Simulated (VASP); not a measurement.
# Cd (P6_3/mmc) in VASP: a series of runs

The runs below take Cd through single point, with PBEsol.

Program: VASP 6.6.1. These are calculated values, not measurements. Logs are shortened: lines on timing, memory, paths and dates and some standing lists are left out, and cuts for length are marked.

**1. The cell of the first run**

The structure is hexagonal, space group P6_3/mmc (No. 194). Conventional cell: a = 2.944 Å, b = 2.944 Å, c = 5.610 Å, α = 90.00°, β = 90.00°, γ = 120.00°. Cd (site symmetry -6m2) has 12 Cd at 2.94 to 3.28 Å within 3.9 Å.

**2. Single point, PBEsol**

The input, INCAR:

```
SYSTEM = Cd
PREC = Accurate ; ENCUT = 520
EDIFF = 1E-6 ; ISMEAR = 0
SIGMA = 0.1 ; LREAL = .FALSE.
LASPH = .TRUE. ; NELM = 100
ALGO = Fast ; ISIF = 2
LWAVE = .FALSE. ; LCHARG = .FALSE.
GGA = PS ; NBANDS = 19
ISYM = 0
```

The input, KPOINTS:

```
regular mesh
0
G
  12 6 13
  0 0 0
```

The input, POSCAR:

```
Cd
1.0
    2.9442122145      0.0000000000      0.0000000000
    0.0000000000      5.6103195891      0.0000000000
    1.4721061073      0.0000000000      2.5497625719
Cd
2
Direct
    0.3333333333      0.7500000000      0.3333333333
    0.6666666667      0.2500000000      0.6666666667
```

Potentials or basis: VASP PAW PBE potentials, release 64 (Cd).

On the command line:

```
> cat potpaw_PBE.64/Cd/POTCAR > POTCAR
> mpirun -np 1 vasp_std > vasp.out
```

OUTCAR:

```text
SYSTEM = Cd
   PREC = Accurate
   ENCUT = 520
   EDIFF = 1E-6
   ISMEAR = 0
   LREAL = .FALSE.
   LASPH = .TRUE.
   NELM = 100
   ISIF = 2
   GGA = PS
   ISYM = 0

 ion  position               nearest neighbor table
   1  0.333  0.750  0.333-   2 3.28   2 3.28   2 3.28   2 3.28   2 3.28   2 3.28
   2  0.667  0.250  0.667-   1 3.28   1 3.28   1 3.28   1 3.28   1 3.28   1 3.28

IMPORTANT INFORMATION: All symmetrisations will be switched off!
NOSYMM: (Re-)initialisation of all symmetry stuff for point group C_1.

----------------------------------------------------------------------------------------

                                     Primitive cell

  volume of cell :      42.1169

  direct lattice vectors                    reciprocal lattice vectors
     2.944212214  0.000000000  0.000000000     0.339649430  0.000000000 -0.196096690
     0.000000000  5.610319589  0.000000000     0.000000000  0.178242965  0.000000000
     1.472106107  0.000000000  2.549762572     0.000000000  0.000000000  0.392193380

  length of vectors
     2.944212214  5.610319589  2.944212215     0.392193380  0.178242965  0.392193380

  position of ions in fractional coordinates (direct lattice)
     0.333333333  0.750000000  0.333333333
     0.666666667  0.250000000  0.666666667

  ion indices of the primitive-cell ions
   primitive index   ion index
                 1           1
                 2           2

----------------------------------------------------------------------------------------

 KPOINTS: regular mesh

Automatic generation of k-mesh.
 Grid dimensions read from file:
 generate k-points for:   12    6   13

 Generating k-lattice:

  Cartesian coordinates                     Fractional coordinates (reciprocal lattice)
     0.028304119  0.000000000 -0.016341391     0.083333333  0.000000000  0.000000000
     0.000000000  0.029707161  0.000000000     0.000000000  0.166666667  0.000000000
     0.000000000  0.000000000  0.030168722     0.000000000  0.000000000  0.076923077

  Length of vectors
     0.032682782  0.029707161  0.030168722

  Shift w.r.t. Gamma in fractional coordinates (k-lattice)
     0.000000000  0.000000000  0.000000000

 -----------------------------------------------------------------------------
|                                                                             |
|           W    W    AA    RRRRR   N    N  II  N    N   GGGG   !!!           |
|           W    W   A  A   R    R  NN   N  II  NN   N  G    G  !!!           |
|           W    W  A    A  R    R  N N  N  II  N N  N  G       !!!           |
|           W WW W  AAAAAA  RRRRR   N  N N  II  N  N N  G  GGG   !            |
|           WW  WW  A    A  R   R   N   NN  II  N   NN  G    G                |
|           W    W  A    A  R    R  N    N  II  N    N   GGGG   !!!           |
|                                                                             |
|     Your reciprocal lattice and k-lattice belong to different lattice       |
|     classes:                                                                |
|                                                                             |
|        The reciprocal lattice is hexagonal,                                 |
|        whereas your k-lattice is simple monoclinic.                         |
|                                                                             |
|     Results are often still useful ...                                      |
|                                                                             |
 -----------------------------------------------------------------------------

 WARNING: IBZKPT: internal override: KBLOWUP is changed to .FALSE.
      ... skipping the blow-up phase ...

 Subroutine IBZKPT returns following result:
 ===========================================

 Found    470 irreducible k-points:

 Following reciprocal coordinates:
            Coordinates               Weight
  0.000000  0.000000  0.000000      1.000000
  0.083333  0.000000  0.000000      2.000000
  0.166667  0.000000  0.000000      2.000000
  0.250000  0.000000 -0.000000      2.000000
  0.333333  0.000000 -0.000000      2.000000
  0.416667  0.000000 -0.000000      2.000000
[... 16 lines left out ...]
  0.250000  0.333333 -0.000000      2.000000
  0.333333  0.333333 -0.000000      2.000000
 [... further k-points ...]
   k-points           NKPTS =    470   k-points in BZ     NKDIM =    470   number of bands    NBANDS=     19
   number of dos      NEDOS =    301   number of ions     NIONS =      2
   total plane-waves  NPLWV =  24192
   dimension x,y,z NGX =    24 NGY =   42 NGZ =   24
   dimension x,y,z NGXF=    48 NGYF=   84 NGZF=   48
   ions per type =               2
   NGX,Y,Z   is equivalent  to a cutoff of  13.55, 12.45, 13.55 a.u.
   NGXF,Y,Z  is equivalent  to a cutoff of  27.10, 24.89, 27.10 a.u.
 SYSTEM =  Cd
   PREC   = accura    normal or accurate (medium, high low for compatibility)
   ISTART =      0    job   : 0-new  1-cont  2-samecut
   ICHARG =      2    charge: 1-file 2-atom 10-const
   ISPIN  =      1    spin polarized calculation?
   LNONCOLLINEAR =      F non collinear calculations
   LSORBIT =      F    spin-orbit coupling
   LASPH  =      T    aspherical Exc in radial PAW
   ENCUT  =  520.0 eV  38.22 Ry    6.18 a.u.   5.47 10.43  5.47*2*pi/ulx,y,z
   NELM   =    100;   NELMIN=  2; NELMDL= -5     # of ELM steps
   EDIFF  = 0.1E-05   stopping-criterion for ELM
   LREAL  =      F    real-space projection
   EDIFFG = 0.1E-04   stopping-criterion for IOM
   NSW    =      0    number of steps for IOM
   IBRION =     -1    ionic relax: 0-MD 1-quasi-New 2-CG
   NFREE  =      0    steps in history (QN), initial steepest desc. (CG)
   ISIF   =      2    stress and relaxation
   ISYM   =      0    0-nonsym 1-usesym 2-fastsym
   POTIM  = 0.5000    time-step for ionic-motion
   TEBEG  =    0.0;   TEEND  =   0.0 temperature during run
   PSTRESS=    0.0 pullay stress
   NELECT =      24.0000    total number of electrons
   NUPDOWN=      -1.0000    fix difference up-down
   EMIN   =  10.00;   EMAX   =-10.00  energy-range for DOS
   EFERMI =   0.00;   METHOD = LEGACY
   ISMEAR =     0;   SIGMA  =   0.10  broadening in eV -4-tet -1-fermi 0-gaus
   EFERMI_NEDOS =   21; number of points for ismear=-14 and -15
   IALGO  =     68    algorithm
   IMIX   =      4    mixing-type and parameters
     AMIX     =   0.40;   BMIX     =  1.00
     AMIX_MAG =   1.60;   BMIX_MAG =  1.00
  volume/ion in A,a.u.               =      21.06       142.11
  Fermi-wavevector in a.u.,A,eV,Ry     =   1.357250  2.564830 25.063657  1.842127
  Thomas-Fermi vector in A             =   2.484184
   LORBIT       =      0    0 simple, 1 ext, 2 COOP (PROOUT), +10 PAW based schemes
   GGA     = PS    functional components
   LHFCALC =     F    Hartree Fock is set to
   AEXX    =    0.0000 exact exchange contribution
   IVDW    =     0    specifies the selected vdW correction
   LEPSILON=     F    determine dielectric tensor
   LRPA    =     F    only Hartree local field effects (RPA)
 non-spin polarized calculation
 RMM-DIIS sequential band-by-band and
 Gauss-broadening in eV      SIGMA  =   0.10
  energy-cutoff  :      520.00
  volume of cell :       42.12
 maximum number of plane-waves:      1172
 NGX is ok and might be reduce to    24
   NGX = 11   NGY = 21   NGZ = 11

 number of electron      24.0000004 magnetization

 Free energy of the ion-electron system (eV)
  ---------------------------------------------------
  ext. energy  EPLUGINS =         0.00000000
  ---------------------------------------------------
  free energy    TOTEN  =        -2.39969780 eV

  energy without entropy =       -2.39720045  energy(sigma->0) =       -2.39844912

 E-fermi :   2.9627     XC(G=0): -11.3400

 val. band max:        2.9542123827   @ k =   0.1667  -0.1667   0.2308
 cond. band min:       2.9679005684   @ k =  -0.2500  -0.3333   0.3846
 fundamental gap:      0.0136881857
 Fermi energy:         2.9626935279

 k-point     1 :       0.0000    0.0000    0.0000
  band No.  band energies     occupation
      1      -7.0008      2.00000
      2      -6.7385      2.00000
      3      -6.3001      2.00000
      4      -6.2999      2.00000
      5      -6.2480      2.00000
      6      -6.2478      2.00000
[... 11 lines left out ...]
     18      18.2734      0.00000
     19      18.9105      0.00000

 k-point     2 :       0.0833    0.0000    0.0000
  band No.  band energies     occupation
      1      -6.9229      2.00000
      2      -6.6558      2.00000
      3      -6.3301      2.00000
      4      -6.2760      2.00000
      5      -6.2311      2.00000
      6      -6.1814      2.00000
[... 11 lines left out ...]
     18      17.8162      0.00000
     19      19.4008      0.00000

 k-point     3 :       0.1667    0.0000    0.0000
  band No.  band energies     occupation
      1      -6.7864      2.00000
      2      -6.5397      2.00000
      3      -6.4074      2.00000
      4      -6.2517      2.00000
      5      -6.0385      2.00000
      6      -5.9955      2.00000
[... 11 lines left out ...]
     18      17.1249      0.00000
     19      17.2359      0.00000

 k-point     4 :       0.2500    0.0000   -0.0000
  band No.  band energies     occupation
      1      -6.8404      2.00000
      2      -6.6215      2.00000
      3      -6.2837      2.00000
      4      -6.2598      2.00000
      5      -6.0515      2.00000
      6      -5.9474      2.00000
[... 11 lines left out ...]
     18      15.8845      0.00000
     19      16.5594      0.00000

 k-point     5 :       0.3333    0.0000   -0.0000
  band No.  band energies     occupation
      1      -6.9828      2.00000
      2      -6.7804      2.00000
      3      -6.5186      2.00000
      4      -6.1014      2.00000
      5      -6.0967      2.00000
      6      -5.9495      2.00000
[... 11 lines left out ...]
     18      16.2667      0.00000
     19      17.1871      0.00000
[... 334 lines left out ...]
      2      -6.7214      2.00000
      3      -6.3293      2.00000
      4      -6.3013      2.00000
      5      -6.2323      2.00000
      6      -6.2056      2.00000
[... 11 lines left out ...]
     18      17.9712      0.00000
     19      18.7216      0.00000

 k-point    22 :       0.1667    0.3333    0.0000
  band No.  band energies     occupation
      1      -6.7235      2.00000
      2      -6.5969      2.00000
      3      -6.3801      2.00000
      4      -6.3280      2.00000
      5      -6.0479      2.00000
      6      -6.0221      2.00000
[... 11 lines left out ...]
     18      17.2416      0.00000
     19      17.8567      0.00000

 k-point    23 :       0.2500    0.3333   -0.0000
  band No.  band energies     occupation
      1      -6.7836      2.00000
      2      -6.6706      2.00000
      3      -6.4266      2.00000
      4      -6.3030      2.00000
      5      -5.9913      2.00000
      6      -5.8420      2.00000
[... 11 lines left out ...]
     18      16.4709      0.00000
     19      16.7622      0.00000

 k-point    24 :       0.3333    0.3333   -0.0000
  band No.  band energies     occupation
      1      -6.9252      2.00000
      2      -6.8291      2.00000
      3      -6.5775      2.00000
      4      -6.4157      2.00000
      5      -5.8476      2.00000
      6      -5.8311      2.00000
[... 11 lines left out ...]
     18      15.3329      0.00000
     19      15.8779      0.00000

 [... further k-points ...]
[... 5 lines left out ...]
  --------------------------------------------------------------------------------------
  -------------------------------------------------------------------------------------
  Total       -0.0026308      0.0642800      0.3097161     -0.0000001     -0.0000000     -0.0173287
  in kB       -0.1000805      2.4452882     11.7819696     -0.0000050     -0.0000004     -0.6592061
  external PRESSURE =       4.7090591 kB  Pullay stress =       0.0000000 kB

 VOLUME and BASIS-vectors are now :
 -----------------------------------------------------------------------------
  energy-cutoff  :      520.00
  volume of cell :       42.12
      direct lattice vectors                 reciprocal lattice vectors
     2.944212214  0.000000000  0.000000000     0.339649430  0.000000000 -0.196096690
     0.000000000  5.610319589  0.000000000     0.000000000  0.178242965  0.000000000
     1.472106107  0.000000000  2.549762572     0.000000000  0.000000000  0.392193380

 POSITION                                       TOTAL-FORCE (eV/Angst)
 -----------------------------------------------------------------------------------
      1.47211      4.20774      0.84992         0.003325     -0.000001     -0.000518
      2.94421      1.40258      1.69984        -0.003325      0.000001      0.000518
 -----------------------------------------------------------------------------------
    total drift:                                0.000000     -0.000001     -0.000001

  FREE ENERGIE OF THE ION-ELECTRON SYSTEM (eV)
  ---------------------------------------------------
  free  energy   TOTEN  =        -2.3996977956 eV

  energy  without entropy=       -2.3972004504  energy(sigma->0) =       -2.39844912
```

It took 98 s on 1 thread of Intel Xeon 6975P-C (Granite Rapids), shared host; peak memory 0.39 GiB.

Results:

```
Free energy            : -2.3997 eV
Pressure               : 0.5 GPa
Largest force          : 0.003 eV/Å
Band gap on the k mesh : zero (band 12 reaches 4.47 eV, above the bottom of band 13 at -0.16 eV)
```

Forces on the atoms (eV/Å):
```
Cd   0.003  0.000 -0.001
Cd  -0.003  0.000  0.001
```

Levels at points of the mesh, in eV from the Fermi level:
```
           k point  band 9  band 10  band 11  band 12  band 13  band 14  band 15  band 16
(0.00, 0.00, 0.00)   -8.68    -8.43    -8.43    -3.21    -3.12    10.42    14.65    14.88
(0.50, 0.00, 0.00)   -8.14    -8.12    -2.40    -1.81     1.97     3.04     3.27     5.30
(0.00, 0.50, 0.00)   -8.54    -8.54    -7.53    -7.53     3.61     3.61    14.99    14.99
(0.50, 0.50, 0.00)   -8.13    -8.13    -1.61    -1.61     0.18     0.18     8.09     8.09
```

Caveat: the PAW data sets were made with another functional, which shifts forces and pressure a little.

**3. Single point, PBEsol**

This run uses another cell than the first one, of 21.59 Å³/atom, 1.025 times its volume.

The input, INCAR:

```
ALGO     = Fast           # electronic algorithm
EDIFF    = 1E-7           # SCF threshold, eV
ENCUT    = 520            # plane-wave cutoff, eV
GGA      = PS             # functional
ISIF     = 2              # what is computed and relaxed
ISMEAR   = 0              # smearing method
LASPH    = T              # aspherical terms in the spheres
LCHARG   = F              # write CHGCAR
LREAL    = F              # projectors in reciprocal space
LWAVE    = F              # write WAVECAR
NBANDS   = 19             # bands
NELM     = 100            # most SCF steps
PREC     = Accurate       # precision mode
SIGMA    = 0.1            # smearing width, eV
```

The input, KPOINTS:

```
k-points
0
Gamma
  9 9 4
```

The input, POSCAR:

```
Cd
1.0
    2.9788700000      0.0000000000      0.0000000000
   -1.4894350000      2.5797770946      0.0000000000
    0.0000000000      0.0000000000      5.6176500000
Cd
2
Direct
    0.3333333333      0.6666666667      0.2500000000
    0.6666666667      0.3333333333      0.7500000000
```

Potentials or basis: VASP PAW PBE potentials, release 64 (Cd).

On the command line:

```
> cat potpaw_PBE.64/Cd/POTCAR > POTCAR
> mpirun -np 1 vasp_std > vasp.out
```

Run time: 46 s. Hardware: 1 thread of Oxide Virtual Turin-like, shared host; peak memory 0.13 GiB.

The run converged. Its results:

```
Free energy            : -2.3608 eV
Pressure               : -0.7 GPa
Band gap on the k mesh : zero (band 12 reaches 3.82 eV, above the bottom of band 13 at -0.24 eV)
```

Stress tensor (GPa, compression positive):
```
-1.25  0.00  0.00
 0.00 -1.25  0.00
 0.00  0.00  0.40
```

Levels at points of the mesh, in eV from the Fermi level:
```csv
k point,band 8,band 9,band 10,band 11,band 12,band 13,band 14,band 15,band 16,band 17
"(0.00, 0.00, 0.00)",-8.89,-8.89,-8.63,-8.63,-3.30,-3.26,10.31,14.22,14.62,14.62
"(0.00, 0.00, 0.50)",-8.74,-8.74,-8.74,-7.62,-7.62,3.47,3.47,14.55,14.55,15.56
```

Caveat: the PAW data sets were made with another functional, which shifts forces and pressure a little.

[end of part 1 of 2]
